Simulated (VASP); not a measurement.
# AlCo (WC type) (P-6m2) in VASP: notebook, part 2 of 2

VASP 6.6.1.

**3. Single point, PBE**

INCAR

```
PREC = Accurate
ENCUT = 520
EDIFF = 1E-7
ISMEAR = -1
SIGMA = 0.05
LREAL = False
LASPH = True
NELM = 100
ALGO = Normal
ISIF = 2
LWAVE = False
LCHARG = True
GGA = PE
LELF = True
LVHAR = True
NBANDS = 13
```

KPOINTS

```
regular mesh
0
Gamma
  16 16 14
```

POSCAR

```
AlCo
1.0
    2.3529655774      0.0000000000      0.0000000000
   -1.1764827887      2.0377279643      0.0000000000
    0.0000000000      0.0000000000      3.4126823564
Co Al
1 1
Direct
    0.0000000000      0.0000000000      0.0000000000
    0.3333333333      0.6666666667      0.5000000000
```

Potentials or basis: VASP PAW PBE potentials, release 64 (Co, Al).

Launch:

```
> cat potpaw_PBE.64/Co/POTCAR potpaw_PBE.64/Al/POTCAR > POTCAR
> mpirun -np 1 vasp_std > vasp.out
```

OUTCAR:

```text
PREC = Accurate
   ENCUT = 520
   EDIFF = 1E-7
   ISMEAR = -1
   LREAL = False
   LASPH = True
   NELM = 100
   ISIF = 2
   GGA = PE

 ion  position               nearest neighbor table
   1  0.000  0.000  0.000-   2 2.18   2 2.18   2 2.18   2 2.18   2 2.18   2 2.18   2 3.21   2 3.21
                             2 3.21   2 3.21   2 3.21   2 3.21
   2  0.333  0.667  0.500-   1 2.18   1 2.18   1 2.18   1 2.18   1 2.18   1 2.18   1 3.21   1 3.21
                             1 3.21   1 3.21   1 3.21   1 3.21

  LATTYP: Found a hexagonal cell.
 ALAT       =     2.3529655774
 C/A-ratio  =     1.4503749605

  Lattice vectors:

 A1 = (   2.3529655774,   0.0000000000,   0.0000000000)
 A2 = (  -1.1764827887,   2.0377279643,   0.0000000000)
 A3 = (   0.0000000000,   0.0000000000,   3.4126823564)

Analysis of symmetry for initial positions (statically):
=====================================================================
 Subroutine PRICEL returns:
 Original cell was already a primitive cell.

 Routine SETGRP: Setting up the symmetry group for a
 hexagonal supercell.

 Subroutine GETGRP returns: Found 12 space group operations
 (whereof 12 operations were pure point group operations)
 out of a pool of 24 trial point group operations.

The static configuration has the point symmetry D_3h.

Analysis of symmetry for dynamics (positions and initial velocities):
=====================================================================
 Subroutine PRICEL returns:
 Original cell was already a primitive cell.

 Routine SETGRP: Setting up the symmetry group for a
 hexagonal supercell.

 Subroutine GETGRP returns: Found 12 space group operations
 (whereof 12 operations were pure point group operations)
 out of a pool of 24 trial point group operations.

The dynamic configuration has the point symmetry D_3h.

 Subroutine INISYM returns: Found 12 space group operations
 (whereof 12 operations are pure point group operations),
 and found     1 'primitive' translations

----------------------------------------------------------------------------------------

[... 122 lines left out ...]
   LRPA    =     F    only Hartree local field effects (RPA)
 non-spin polarized calculation
  energy-cutoff  :      520.00
  volume of cell :       16.36
 maximum number of plane-waves:       468
 NGX is ok and might be reduce to    18
   NGX =  9   NGY =  9   NGZ = 13

 number of electron      12.0000006 magnetization

 Free energy of the ion-electron system (eV)
  ---------------------------------------------------
  ext. energy  EPLUGINS =         0.00000000
  ---------------------------------------------------
  free energy    TOTEN  =        -8.78188421 eV

  energy without entropy =       -8.77239388  energy(sigma->0) =       -8.77713904

 E-fermi :  15.9958     XC(G=0): -14.0736

 val. band max:       15.9924078328   @ k =   0.2500   0.1875   0.0000
 cond. band min:      15.9972273458   @ k =   0.0625   0.0625   0.0714
 fundamental gap:      0.0048195130
 Fermi energy:        15.9958311117

 k-point     1 :       0.0000    0.0000    0.0000
  band No.  band energies     occupation
      1       2.2363      2.00000
      2      10.4604      2.00000
      3      13.6059      2.00000
      4      13.6059      2.00000
      5      13.9537      2.00000
      6      15.0985      2.00000
      7      15.0985      2.00000
      8      20.9341      0.00000
      9      32.3487      0.00000
     10      32.3487      0.00000
     11      36.3065      0.00000
     12      38.1307      0.00000
     13      38.1307      0.00000
[... 354 lines left out ...]
  band No.  band energies     occupation
      1       6.9995      2.00000
      2      11.6320      2.00000
      3      11.6701      2.00000
      4      12.3567      2.00000
      5      13.9081      2.00000
      6      15.9924      1.03422
      7      19.9995      0.00000
      8      21.0953      0.00000
      9      21.6456      0.00000
     10      25.9240      0.00000
     11      30.7356      0.00000
     12      32.7921      0.00000
     13      34.4770      0.00000

 [... further k-points ...]

------------------------ aborting loop because EDIFF is reached ----------------------------------------

  FORCE on cell =-STRESS in cart. coord.  units (eV):
  Direction    XX          YY          ZZ          XY          YZ          ZX
  --------------------------------------------------------------------------------------
  -------------------------------------------------------------------------------------
  Total       15.4098832     15.4098832     15.3623453      0.0000000     -0.0000000      0.0000000
  in kB     1508.8715931   1508.8715932   1504.2168860      0.0000000     -0.0000000      0.0000000
  external PRESSURE =    1507.3200241 kB  Pullay stress =       0.0000000 kB

 VOLUME and BASIS-vectors are now :
 -----------------------------------------------------------------------------
  energy-cutoff  :      520.00
  volume of cell :       16.36
      direct lattice vectors                 reciprocal lattice vectors
     2.352965577  0.000000000  0.000000000     0.424995593  0.245371320  0.000000000
    -1.176482789  2.037727964  0.000000000     0.000000000  0.490742640  0.000000000
     0.000000000  0.000000000  3.412682356     0.000000000  0.000000000  0.293024634

 POSITION                                       TOTAL-FORCE (eV/Angst)
 -----------------------------------------------------------------------------------
      0.00000      0.00000      0.00000        -0.000000      0.000000      0.000000
     -0.00000      1.35849      1.70634         0.000000      0.000000      0.000000
 -----------------------------------------------------------------------------------
    total drift:                                0.000000     -0.000000      0.000000

  FREE ENERGIE OF THE ION-ELECTRON SYSTEM (eV)
  ---------------------------------------------------
  free  energy   TOTEN  =        -8.7818842103 eV

  energy  without entropy=       -8.7723938758  energy(sigma->0) =       -8.77713904
```

stdout:

```text
POSCAR found type information on POSCAR CoAl
 POSCAR found :  2 types and       2 ions
 scaLAPACK will be used
 LDA part: xc-table for (Slater+PW92), standard interpolation
 POSCAR, INCAR and KPOINTS ok, starting setup
 FFT: planning ... GRIDC
 FFT: planning ... GRID_SOFT
 FFT: planning ... GRID
 WAVECAR not read
 entering main loop
```

Wall time 43 s (1 thread of Intel Xeon Platinum 8488C (Sapphire Rapids), shared host); peak memory 0.17 GiB.

What came out:

| Item | Value |
| --- | --- |
| Free energy | -8.7819 eV |
| Pressure | 150.7 GPa |
| Band gap on the k mesh | zero (band 6 reaches 16.95 eV, above the bottom of band 7 at 14.64 eV) |

Stress tensor (GPa, compression positive):
```
150.89   0.00   0.00
  0.00 150.89   0.00
  0.00   0.00 150.42
```

Levels at points of the mesh, in eV from the Fermi level:
| k point | band 2 | band 3 | band 4 | band 5 | band 6 | band 7 | band 8 | band 9 | band 10 | band 11 |
| --- | --- | --- | --- | --- | --- | --- | --- | --- | --- | --- |
| (0.00, 0.00, 0.00) | -5.54 | -2.39 | -2.39 | -2.04 | -0.90 | -0.90 | 4.94 | 16.35 | 16.35 | 20.31 |
| (0.50, 0.00, 0.00) | -4.93 | -4.82 | -4.48 | -1.59 | 0.32 | 2.42 | 5.72 | 7.56 | 11.56 | 11.61 |
| (0.00, 0.00, 0.50) | -9.31 | -3.19 | -2.39 | -2.39 | -1.03 | -1.03 | 11.23 | 17.65 | 17.65 | 19.30 |
| (0.50, 0.00, 0.50) | -5.51 | -3.64 | -2.18 | -1.74 | -1.17 | 0.32 | 3.21 | 5.62 | 13.02 | 15.14 |

Spin polarisation is off, so any magnetic state and its effect on volume and gap are missing.

**4. Relaxation of cell and atoms, PBE, target pressure 150 GPa, at which the enthalpy is minimised**

INCAR

```
ALGO = Normal ; EDIFF = 1E-6
EDIFFG = -0.005 ; ENCUT = 600
GGA = PE ; IBRION = 2
ISIF = 3 ; ISMEAR = -1
LASPH = True ; LCHARG = False
LREAL = False ; LWAVE = False
NELM = 80 ; NSW = 32
PREC = Accurate ; PSTRESS = 1500.0
SIGMA = 0.05
```

KPOINTS

```
k-points
0
Gamma
  16 16 14
```

POSCAR

```
AlCo
1.0
    2.3540451949      0.0000000000      0.0000000000
   -1.1770225974      2.0386629404      0.0000000000
    0.0000000000      0.0000000000      3.4126400756
Co Al
1 1
Direct
    0.0000000000      0.0000000000      0.0000000000
    0.3333333333      0.6666666667      0.5000000000
```

Launch:

```
> cat potpaw_PBE.64/Co/POTCAR potpaw_PBE.64/Al/POTCAR > POTCAR
> mpirun -np 1 vasp_std > vasp.out
```

Run time: 98 s. Hardware: 1 thread of Intel Xeon Platinum 8488C (Sapphire Rapids), shared host; peak memory 0.19 GiB.

It converged, with:

| Quantity | Value |
| --- | --- |
| Free energy | -8.7982 eV |
| Relaxed volume | 8.19 Å³/atom |
| Relaxed cell | a = 2.355 Å, b = 2.355 Å, c = 3.412 Å, α = 90.00°, β = 90.00°, γ = 120.00° |
| Space group after relaxing (to 0.05 Å) | P-6m2 (No. 187) |
| Energy change on relaxing (the enthalpy is what falls) | -1.1 meV/atom |
| Ionic steps | 5 |
| Pressure after relaxing | 150.0 GPa |
| Band gap on the k mesh | zero (band 6 reaches 16.93 eV, above the bottom of band 7 at 14.62 eV) |

The path:
| step | energy change (eV) | largest force (eV/Å) | pressure (GPa) | volume (Å³) |
| --- | --- | --- | --- | --- |
| 1 | 0.0000 | 0.0000 | 150.10 | 16.38 |
| 2 | -0.0110 | 0.0000 | 149.50 | 16.39 |
| 3 | -0.0033 | 0.0000 | 149.90 | 16.38 |
| 4 | -0.0006 | 0.0000 | 150.03 | 16.38 |
| 5 | -0.0021 | 0.0000 | 149.96 | 16.38 |

Final structure:
```cif
data_structure
_symmetry_space_group_name_H-M 'P 1'
_symmetry_Int_Tables_number 1
_cell_length_a 2.3545
_cell_length_b 2.3545
_cell_length_c 3.4118
_cell_angle_alpha 90.000
_cell_angle_beta 90.000
_cell_angle_gamma 120.000
_cell_volume 16.38
loop_
_atom_site_label
_atom_site_type_symbol
_atom_site_fract_x
_atom_site_fract_y
_atom_site_fract_z
_atom_site_occupancy
Co1 Co 0.00000 0.00000 0.00000 1
Al1 Al 0.33333 0.66667 0.50000 1
```

Levels at points of the mesh, in eV from the Fermi level:
```tsv
k point	band 4	band 5	band 6	band 7	band 8	band 9
(0.00, 0.00, 0.00)	-2.39	-2.03	-0.90	-0.90	4.95	16.33
(0.50, 0.00, 0.00)	-4.47	-1.59	0.31	2.41	5.73	7.56
(0.00, 0.00, 0.50)	-2.39	-2.39	-1.04	-1.04	11.25	17.63
(0.50, 0.00, 0.50)	-2.17	-1.74	-1.17	0.31	3.21	5.61
```

Caveat: the cell is relaxed towards a set pressure, so the enthalpy falls and the energy may rise. Spin polarisation is off, so any magnetic state and its effect on volume and gap are missing.

**5. Relaxation of cell and atoms, PBE, target pressure 150 GPa, at which the enthalpy is minimised**

This run uses another cell than the first one, of 8.51 Å³/atom, 1.039 times its volume.

INCAR

```
ALGO = Normal
EDIFF = 1E-7
EDIFFG = -0.005
ENCUT = 600
GGA = PE
IBRION = 2
ISIF = 3
ISMEAR = -1
LASPH = True
LCHARG = False
LREAL = False
LWAVE = False
NELM = 60
NSW = 60
PREC = Accurate
PSTRESS = 1500.0
SIGMA = 0.05
```

KPOINTS is that of step 4.

POSCAR

```
AlCo
1.0
    2.7165918687      0.0000000000      0.0000000000
   -1.3582959343      2.3526375700      0.0000000000
    0.0000000000      0.0000000000      2.6622600313
Co Al
1 1
Direct
    0.0000000000      0.0000000000      0.0000000000
    0.3333333333      0.6666666667      0.5000000000
```

Launch:

```
> cat potpaw_PBE.64/Co/POTCAR potpaw_PBE.64/Al/POTCAR > POTCAR
> mpirun -np 1 vasp_std > vasp.out
```

Wall time 4.3 min (1 thread of Intel Xeon Platinum 8488C (Sapphire Rapids), shared host); peak memory 0.21 GiB.

Results (log left out):

- Free energy: -8.7956 eV
- Relaxed volume: 8.19 Å³/atom
- Relaxed cell: a = 2.355 Å, b = 2.355 Å, c = 3.411 Å, α = 90.00°, β = 90.00°, γ = 120.00°
- Space group after relaxing (to 0.05 Å): P-6m2 (No. 187)
- Energy change on relaxing (the enthalpy is what falls): -390.5 meV/atom
- Ionic steps: 11
- Pressure after relaxing: 150.0 GPa
- Band gap on the k mesh: zero (band 6 reaches 16.94 eV, above the bottom of band 7 at 14.62 eV)

Step by step:
```
step  energy change (eV)  largest force (eV/Å)  pressure (GPa)  volume (Å³)
   1              0.0000                0.0000          149.44        17.01
   2             -0.4300                0.0000          145.81        16.83
   3              0.3562                0.0000          194.26        15.47
   4             -0.5900                0.0000          156.64        16.30
   5             -0.4205                0.0000          166.52        16.02
   6             -0.3388                0.0000          170.13        15.94
   7             -2.3736                0.0000           63.47        19.23
   8             -0.7642                0.0000          150.25        16.37
   9             -0.7114                0.0000          152.74        16.31
  10             -0.8525                0.0000          146.91        16.46
  11             -0.7810                0.0000          150.04        16.38
```

Final structure:
```yaml
crystal:
  lattice:
    - [2.35479, 0.00000, 0.00000]
    - [-1.17740, 2.03931, 0.00000]
    - [0.00000, 0.00000, 3.41070]
  atoms:
    - { symbol: Co, position: [0.00000, 0.00000, 0.00000] }
    - { symbol: Al, position: [0.33333, 0.66667, 0.50000] }
```

Levels at points of the mesh, in eV from the Fermi level:
```csv
k point,band 3,band 4,band 5,band 6,band 7,band 8,band 9,band 10
"(0.00, 0.00, 0.00)",-2.39,-2.39,-2.02,-0.90,-0.90,4.96,16.33,16.33
"(0.50, 0.00, 0.00)",-4.81,-4.47,-1.59,0.31,2.41,5.73,7.56,11.53
"(0.00, 0.00, 0.50)",-3.18,-2.39,-2.39,-1.04,-1.04,11.27,17.63,17.63
"(0.50, 0.00, 0.50)",-3.63,-2.17,-1.74,-1.17,0.31,3.22,5.61,13.02
```

Caveat: the cell is relaxed towards a set pressure, so the enthalpy falls and the energy may rise.

**6. The runs side by side**

```tsv
task	cell	cutoff (eV)	gap on the mesh (eV)	pressure (GPa)
single point	a = 2.354, b = 2.354, c = 3.413 Å, angles 90.0, 90.0, 120.0°, 2 atoms	520	none	150.2
single point	a = 2.353, b = 2.353, c = 3.413 Å, angles 90.0, 90.0, 120.0°, 2 atoms	520	none	150.7
relaxation of cell and atoms	relaxed to 150 GPa from a = 2.354, b = 2.354, c = 3.413 Å, angles 90.0, 90.0, 120.0°, 2 atoms	600	none	150.0
relaxation of cell and atoms	relaxed to 150 GPa from a = 2.717, b = 2.717, c = 2.662 Å, angles 90.0, 90.0, 120.0°, 2 atoms	600	none	150.0
```

Alike in all rows: level PBE; potentials or basis VASP PAW PBE potentials, release 64 (Co, Al); no spin polarisation; k mesh 16 × 16 × 14; smearing fermi-dirac 0.05 eV.

Caveats: the cell is relaxed towards a set pressure, so the enthalpy falls and the energy may rise (some runs).

Absolute energies hang on the potentials; compare differences alone.
